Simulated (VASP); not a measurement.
# Ti (P6/mmm) in VASP: relaxation of cell and atoms with r2SCAN

Aim: the relaxation of cell and atoms of Ti with r2SCAN.

All numbers are computed with VASP 6.6.1; they aren't measurements. Logs are shortened: lines on timing, memory, paths and dates and some standing lists are left out, and cuts for length are marked.

### Step 1. The cell of the first run

The structure is hexagonal, space group P6/mmm (No. 191). Conventional cell: a = 4.569 Å, b = 4.569 Å, c = 2.825 Å, α = 90.00°, β = 90.00°, γ = 120.00°. Within 3.7 Å of Ti (site symmetry 6/mmm) lie 14 Ti at 2.82 to 2.99 Å. Within 3.5 Å of Ti (site symmetry -6m2) lie 11 Ti at 2.64 to 2.99 Å.

This isn't the form of Ti at room conditions, which is hcp.

### Step 2. Relaxation of cell and atoms, r2SCAN

Input file POSCAR:

```
Ti
1.0
    4.5687343789      0.0000000029      0.0000000000
   -2.2843671919      3.9566400338      0.0000000000
    0.0000000000      0.0000000000      2.8249365416
Ti
3
Direct
    0.0000000000      0.0000000000      0.0000000000
    0.3333333333      0.6666666667      0.5000000000
    0.6666666667      0.3333333333      0.5000000000
```

Input file INCAR.step1:

```
PREC = Accurate
ENCUT = 600
ISMEAR = -1
SIGMA = 0.15
LREAL = F
LASPH = T
NELM = 60
GGA = PE
ALGO = Normal
EDIFF = 1E-4
LWAVE = T
LCHARG = F
```

Input file INCAR.step2:

```
PREC = Accurate
ENCUT = 600
EDIFF = 1E-7
ISMEAR = -1
SIGMA = 0.15
LREAL = F
LASPH = T
NELM = 60
ALGO = Normal
ISIF = 3
LWAVE = F
LCHARG = F
METAGGA = R2SCAN
LMIXTAU = T
IBRION = 2
NSW = 80
EDIFFG = -0.001
ISTART = 1
```

Input file KPOINTS:

```
Automatic mesh
0
Gamma
  12 12 14
```

Potentials or basis: VASP PAW PBE potentials, release 64 (Ti_sv).

Started as:

```console
$ cat potpaw_PBE.64/Ti_sv/POTCAR > POTCAR
$ cp INCAR.step1 INCAR
$ mpirun -np 1 vasp_std > vasp.out
$ cp INCAR.step2 INCAR
$ mpirun -np 1 vasp_std > vasp.out
```

OUTCAR:

```text
PREC = Accurate
   ENCUT = 600
   EDIFF = 1E-7
   ISMEAR = -1
   LREAL = F
   LASPH = T
   NELM = 60
   ISIF = 3
   METAGGA = R2SCAN
   IBRION = 2
   NSW = 80
   EDIFFG = -0.001
   ISTART = 1

 ion  position               nearest neighbor table
   1  0.000  0.000  0.000-
   2  0.333  0.667  0.500-   3 2.64   3 2.64   3 2.64
   3  0.667  0.333  0.500-   2 2.64   2 2.64   2 2.64

  LATTYP: Found a hexagonal cell.
 ALAT       =     4.5687343789
 C/A-ratio  =     0.6183192778

  Lattice vectors:

 A1 = (   4.5687343789,   0.0000000029,   0.0000000000)
 A2 = (  -2.2843671919,   3.9566400338,   0.0000000000)
 A3 = (   0.0000000000,   0.0000000000,   2.8249365416)

Analysis of symmetry for initial positions (statically):
=====================================================================
 Subroutine PRICEL returns:
 Original cell was already a primitive cell.

 Routine SETGRP: Setting up the symmetry group for a
 hexagonal supercell.

 Subroutine GETGRP returns: Found 24 space group operations
 (whereof 24 operations were pure point group operations)
 out of a pool of 24 trial point group operations.

The static configuration has the point symmetry D_6h.

Analysis of symmetry for dynamics (positions and initial velocities):
=====================================================================
 Subroutine PRICEL returns:
 Original cell was already a primitive cell.

 Routine SETGRP: Setting up the symmetry group for a
 hexagonal supercell.

 Subroutine GETGRP returns: Found 24 space group operations
 (whereof 24 operations were pure point group operations)
 out of a pool of 24 trial point group operations.

The dynamic configuration has the point symmetry D_6h.

 Subroutine INISYM returns: Found 24 space group operations
 (whereof 24 operations are pure point group operations),
 and found     1 'primitive' translations

----------------------------------------------------------------------------------------

                                     Primitive cell

  volume of cell :      51.0659

  direct lattice vectors                    reciprocal lattice vectors
     4.568734379  0.000000003  0.000000000     0.218878997  0.126369848  0.000000000
    -2.284367192  3.956640034  0.000000000    -0.000000000  0.252739696  0.000000000
[... 100 lines left out ...]
   EMIN   =  10.00;   EMAX   =-10.00  energy-range for DOS
   EFERMI =   0.00;   METHOD = LEGACY
   ISMEAR =    -1;   SIGMA  =   0.15  broadening in eV -4-tet -1-fermi 0-gaus
   EFERMI_NEDOS =   21; number of points for ismear=-14 and -15
   IALGO  =     38    algorithm
   IMIX   =      4    mixing-type and parameters
     AMIX     =   0.40;   BMIX     =  1.00
     AMIX_MAG =   1.60;   BMIX_MAG =  1.00
  volume/ion in A,a.u.               =      17.02       114.87
  Fermi-wavevector in a.u.,A,eV,Ry     =   1.457019  2.753367 28.883876  2.122905
  Thomas-Fermi vector in A             =   2.573870
   LORBIT       =      0    0 simple, 1 ext, 2 COOP (PROOUT), +10 PAW based schemes
   METAGGA = R2SCAN    functional components
   LHFCALC =     F    Hartree Fock is set to
   AEXX    =    0.0000 exact exchange contribution
   IVDW    =     0    specifies the selected vdW correction
   LEPSILON=     F    determine dielectric tensor
   LRPA    =     F    only Hartree local field effects (RPA)
 conjugate gradient relaxation of ions
 non-spin polarized calculation
  energy-cutoff  :      600.00
  volume of cell :       51.07
 maximum number of plane-waves:      1731
   NGX = 19   NGY = 19   NGZ = 11

--------------------------------------- Ionic step        1  -------------------------------------------

 number of electron      35.9999988 magnetization

 Free energy of the ion-electron system (eV)
  ---------------------------------------------------
  ext. energy  EPLUGINS =         0.00000000
  ---------------------------------------------------
  free energy    TOTEN  =       -38.99718616 eV

  energy without entropy =      -38.77423984  energy(sigma->0) =      -38.88571300

------------------------ aborting loop because EDIFF is reached ----------------------------------------

  FORCE on cell =-STRESS in cart. coord.  units (eV):
  Direction    XX          YY          ZZ          XY          YZ          ZX
  --------------------------------------------------------------------------------------
  -------------------------------------------------------------------------------------
  Total        0.2466004      0.2466004      0.1749271      0.0000000      0.0000000      0.0000000
  in kB        7.7370110      7.7370110      5.4882845      0.0000000      0.0000000      0.0000000
  external PRESSURE =       6.9874355 kB  Pullay stress =       0.0000000 kB
[... 92 lines left out ...]
  FREE ENERGIE OF THE ION-ELECTRON SYSTEM (eV)
  ---------------------------------------------------
  free  energy   TOTEN  =       -38.9978764515 eV

  energy  without entropy=      -38.7729424342  energy(sigma->0) =      -38.88540944

[... ionic steps 4 to 7 ...]

--------------------------------------- Ionic step        8  -------------------------------------------

 number of electron      35.9999985 magnetization

------------------------ aborting loop because EDIFF is reached ----------------------------------------
[... 69 lines left out ...]
--------------------------------------- Ionic step       10  -------------------------------------------

 number of electron      35.9999985 magnetization

 Free energy of the ion-electron system (eV)
  ---------------------------------------------------
  ext. energy  EPLUGINS =         0.00000000
  ---------------------------------------------------
  free energy    TOTEN  =       -38.99788871 eV

  energy without entropy =      -38.77275575  energy(sigma->0) =      -38.88532223

 E-fermi :   8.4074     XC(G=0): -12.4709

 val. band max:        8.4072983335   @ k =   0.3333   0.1667   0.0714
 cond. band min:       8.4097466224   @ k =   0.2500   0.2500   0.0000
 fundamental gap:      0.0024482890
 Fermi energy:         8.4074034575

 k-point     1 :       0.0000    0.0000    0.0000
  band No.  band energies     occupation
      1     -50.7812      2.00000
      2     -50.5700      2.00000
      3     -50.4102      2.00000
      4     -26.0455      2.00000
      5     -26.0454      2.00000
      6     -26.0127      2.00000
[... 589 lines left out ...]
     21       9.1913      0.01070
     22       9.7062      0.00035

 [... further k-points ...]
[... 5 lines left out ...]
  --------------------------------------------------------------------------------------
  -------------------------------------------------------------------------------------
  Total        0.0005570      0.0005570      0.0023678      0.0000000      0.0000000     -0.0000000
  in kB        0.0173747      0.0173747      0.0738521      0.0000000      0.0000000     -0.0000000
  external PRESSURE =       0.0362005 kB  Pullay stress =       0.0000000 kB
[... 18 lines left out ...]
  FREE ENERGIE OF THE ION-ELECTRON SYSTEM (eV)
  ---------------------------------------------------
  free  energy   TOTEN  =       -38.9978887051 eV

  energy  without entropy=      -38.7727557526  energy(sigma->0) =      -38.88532223

 reached required accuracy - stopping structural energy minimisation
```

OUTCAR.step1:

```text
PREC = Accurate
   ENCUT = 600
   ISMEAR = -1
   LREAL = F
   LASPH = T
[... 824 lines left out ...]
      0.00000      0.00000      0.00000         0.000000      0.000000      0.000000
     -0.00000      2.63776      1.41247         0.000000     -0.000000     -0.000000
      2.28437      1.31888      1.41247        -0.000000      0.000000      0.000000
 -----------------------------------------------------------------------------------
    total drift:                                0.000000      0.000000     -0.000000

  FREE ENERGIE OF THE ION-ELECTRON SYSTEM (eV)
  ---------------------------------------------------
  free  energy   TOTEN  =       -23.6392195371 eV

  energy  without entropy=      -23.3763615104  energy(sigma->0) =      -23.50779052
```

OSZICAR.step1:

```text
N       E                     dE             d eps       ncg     rms          rms(c)
DAV:   1     0.444745434745E+03    0.44475E+03   -0.20760E+04  6688   0.224E+03
DAV:   2     0.255253899249E+02   -0.41922E+03   -0.41496E+03  6730   0.596E+02
DAV:   3    -0.221277121143E+02   -0.47653E+02   -0.46717E+02 12826   0.168E+02
DAV:   4    -0.265232082911E+02   -0.43955E+01   -0.43560E+01 10056   0.434E+01
DAV:   5    -0.267366635812E+02   -0.21346E+00   -0.21305E+00 10464   0.860E+00    0.149E+01
DAV:   6    -0.236141779737E+02    0.31225E+01   -0.11483E+01  8296   0.363E+01    0.377E+00
DAV:   7    -0.236084590022E+02    0.57190E-02   -0.13211E+00 10284   0.885E+00    0.245E+00
DAV:   8    -0.237041853430E+02   -0.95726E-01   -0.83310E-01  9422   0.971E+00    0.257E+00
DAV:   9    -0.236499423997E+02    0.54243E-01   -0.40203E-01  9188   0.686E+00    0.823E-01
DAV:  10    -0.236385536209E+02    0.11389E-01   -0.83828E-02  9298   0.293E+00    0.900E-02
DAV:  11    -0.236391456042E+02   -0.59198E-03   -0.75766E-03  9502   0.730E-01    0.143E-01
DAV:  12    -0.236392195371E+02   -0.73933E-04   -0.37249E-04  7968   0.199E-01
   1 F= -.23639220E+02 E0= -.23507791E+02  d E =-.262858E+00
```

It took 2.4 h on 1 thread of Oxide Virtual Turin-like, shared host; peak memory 0.27 GiB.

What came out:

| Property | Result |
| --- | --- |
| Free energy | -38.9979 eV |
| Relaxed volume | 17.12 Å³/atom |
| Relaxed cell | a = 4.580 Å, b = 4.580 Å, c = 2.828 Å, α = 90.00°, β = 90.00°, γ = 120.00° |
| Space group after relaxing (to 0.1 Å) | P6/mmm (No. 191) |
| Energy gained by relaxing | 0.2 meV/atom |
| Ionic steps | 10 |
| Pressure after relaxing | 0.0 GPa |
| Band gap on the k mesh | zero (bands 18 and 19 overlap by 0.21 eV) |

Step by step:
| step | energy change (eV) | largest force (eV/Å) | pressure (GPa) | volume (Å³) |
| --- | --- | --- | --- | --- |
| 1 | 0.0000 | 0.0000 | 0.70 | 51.07 |
| 2 | -0.0003 | 0.0000 | -0.54 | 51.62 |
| 3 | -0.0007 | 0.0000 | 0.01 | 51.38 |
| 4 | -0.0007 | 0.0000 | -0.03 | 51.39 |
| 5 | -0.0007 | 0.0000 | -0.02 | 51.38 |
| 6 | -0.0007 | 0.0000 | -0.02 | 51.38 |
| 7 | -0.0007 | 0.0000 | -0.02 | 51.38 |
| 8 | -0.0007 | 0.0000 | -0.02 | 51.38 |
| 9 | -0.0007 | 0.0000 | -0.02 | 51.38 |
| 10 | -0.0007 | 0.0000 | 0.00 | 51.37 |

Final structure:
```cif
data_structure
_symmetry_space_group_name_H-M 'P 1'
_symmetry_Int_Tables_number 1
_cell_length_a 4.5799
_cell_length_b 4.5799
_cell_length_c 2.8278
_cell_angle_alpha 90.000
_cell_angle_beta 90.000
_cell_angle_gamma 120.000
_cell_volume 51.37
loop_
_atom_site_label
_atom_site_type_symbol
_atom_site_fract_x
_atom_site_fract_y
_atom_site_fract_z
_atom_site_occupancy
Ti1 Ti 0.00000 0.00000 0.00000 1
Ti2 Ti 0.33333 0.66667 0.50000 1
Ti3 Ti 0.66667 0.33333 0.50000 1
```

Caveat: the PAW data sets were made with another functional, which shifts forces and pressure a little.
